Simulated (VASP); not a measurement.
A run of VASP 6.6.1 is set up as follows.

Contents of INCAR:

```
SYSTEM = Li12NO
ALGO = Normal
DIPOL = 0.5 0.5 0.307
EDIFF = 1E-6
ENCUT = 520
GGA = PE
IDIPOL = 3
ISIF = 2
ISMEAR = 0
ISPIN = 2
KPAR = 4
LASPH = .True.
LCHARG = .True.
LDIPOL = .True.
LORBIT = 11
LREAL = .False.
LVACPOTAV = .True.
LVHAR = .True.
LWAVE = .False.
MAGMOM = 0 0 0 0 0 0 0 0 0 0 0 0 1 0
NBANDS = 40
NELM = 150
PREC = Accurate
SIGMA = 0.1
```

Contents of KPOINTS:

```
k-points
0
Gamma
  5 5 1
  0 0 0
```

Contents of POSCAR:

```
Li12NO
1.0
    5.9451735978      0.0000000000      0.0000000000
   -1.9817245326      5.6051634218      0.0000000000
    0.0000000000      0.0000000000     22.6831262891
Li N O
12 1 1
Direct
    0.2500000000      0.2500000000      0.1763425354
    0.2500000000      0.7500000000      0.1763425354
    0.7500000000      0.2500000000      0.1763425354
    0.7500000000      0.7500000000      0.1763425354
    0.0000000000      0.0000000000      0.2794233694
    0.0000000000      0.5000000000      0.2794233694
    0.5000000000      0.0000000000      0.2794233694
    0.5000000000      0.5000000000      0.2794233694
    0.2500000000      0.2500000000      0.3828011262
    0.2500000000      0.7500000000      0.3828011262
    0.7500000000      0.2500000000      0.3828011262
    0.7500000000      0.7500000000      0.3828011262
    0.9166666667      0.5833333333      0.4515747150
    1.0382105480      0.7048772146      0.4883591507
```

Potentials or basis: VASP PAW PBE potentials, release 64 (Li_sv, N, O).

Launch:

```sh
$ cat potpaw_PBE.64/Li_sv/POTCAR potpaw_PBE.64/N/POTCAR potpaw_PBE.64/O/POTCAR > POTCAR
$ mpirun -np 4 vasp_std > vasp.out
```

(1) Predict the largest force.

(2) Estimate the net moment.

## Answers

(1) 5.026 eV/Å.

(2) 1.58 μB per cell.

Caveat: the standard files for N, O and F lose accuracy on very short bonds.
